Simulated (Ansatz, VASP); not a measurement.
# One calculation of TaSi2, two programs

```
Ta Si
1.0
     4.78390    0.00000    0.00000
    -2.39195    4.14298    0.00000
     0.00000    0.00000    6.57000
Ta Si
3 6
Direct
  0.00000 0.50000 0.33333
  0.50000 0.50000 0.66667
  0.50000 0.00000 0.00000
  0.31794 0.15897 0.33333
  0.15897 0.84103 0.66667
  0.84103 0.68206 0.00000
  0.68206 0.84103 0.33333
  0.84103 0.15897 0.66667
  0.15897 0.31794 0.00000
```

Alike in both runs: task relaxation of cell and atoms; functional PBEsol; k mesh 7 × 7 × 4; occupations fermi-dirac, width 0.05 eV; no spin polarisation.

```csv
,VASP,Ansatz
version,VASP 6.6.1,Ansatz 0.2.0
potentials or method,"VASP PAW PBE potentials, release 64 (Ta_pv, Si)",Ansatz PAW
plane-wave cutoff (eV),600,420
valence electrons in the cell,57,63
```

Ansatz gave:

- gap on the k mesh at the Fermi level, each at its own relaxed structure (eV): none
- relaxed volume (Å³/atom): 14.29
- relaxed cell length with the largest relative difference (Å): 6.565

Question: What did VASP give for the same quantities?

Answer: gap on the k mesh at the Fermi level, each at its own relaxed structure (eV): none; relaxed volume (Å³/atom): 14.32; relaxed cell length with the largest relative difference (Å): 6.569.

VASP's potentials were made for PBE, not for PBEsol. A gap of «none» marks a metal or a gap that the smearing closes. VASP's potentials hold 57 valence electrons a cell and Ansatz's 63, so a difference there can come from the potentials and not from the codes.

Spin-orbit coupling is off throughout. Noted on Ansatz's run: the plane-wave basis is chosen anew once the cell has moved, so the energies of steps on either side of that aren't comparable.
